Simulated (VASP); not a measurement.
A run of VASP 6.6.1:

Contents of POSCAR:

```
Be3C
1.0
   -1.5523031600      1.5523031600      3.6717237300
    1.5523031600     -1.5523031600      3.6717237300
    1.5523031600      1.5523031600     -3.6717237300
Be C
3 1
Direct
    0.5555440000      0.0716470000      0.4999160000
    0.9444700000      0.4218100000      0.4913110000
    0.5068780000      0.4975450000      0.0085010000
    0.2513960000      0.7424610000      0.4890450000
```

File INCAR.step1:

```
ALGO = Normal ; EDIFF = 1E-4
ENCUT = 520 ; GGA = PE
ISMEAR = 1 ; LASPH = True
LCHARG = False ; LREAL = False
LWAVE = True ; NBANDS = 13
NELM = 60 ; PREC = Accurate
SIGMA = 0.1
```

File INCAR.step2:

```
ALGO = Normal ; EDIFF = 1E-7
ENCUT = 520 ; ISIF = 2
ISMEAR = 1 ; ISTART = 1
LASPH = True ; LCHARG = False
LMIXTAU = True ; LREAL = False
LWAVE = False ; METAGGA = R2SCAN
NBANDS = 13 ; NELM = 60
PREC = Accurate ; SIGMA = 0.1
```

KPOINTS

```
k-points
0
Gamma
  7 7 9
```

Potentials or basis: VASP PAW PBE potentials, release 64 (Be, C).

Command:

```sh
$ cat potpaw_PBE.64/Be/POTCAR potpaw_PBE.64/C/POTCAR > POTCAR
$ cp INCAR.step1 INCAR
$ mpirun -np 1 vasp_std > vasp.out
$ cp INCAR.step2 INCAR
$ mpirun -np 1 vasp_std > vasp.out
```

Hardware: 1 thread of Oxide Virtual Turin-like Processor, on a shared host.

Task: Estimate the wall time of this run.

Result: Run time: 10 min on 1 thread of Oxide Virtual Turin-like Processor (shared host), peak memory 0.21 GiB. Counts: k points 221.
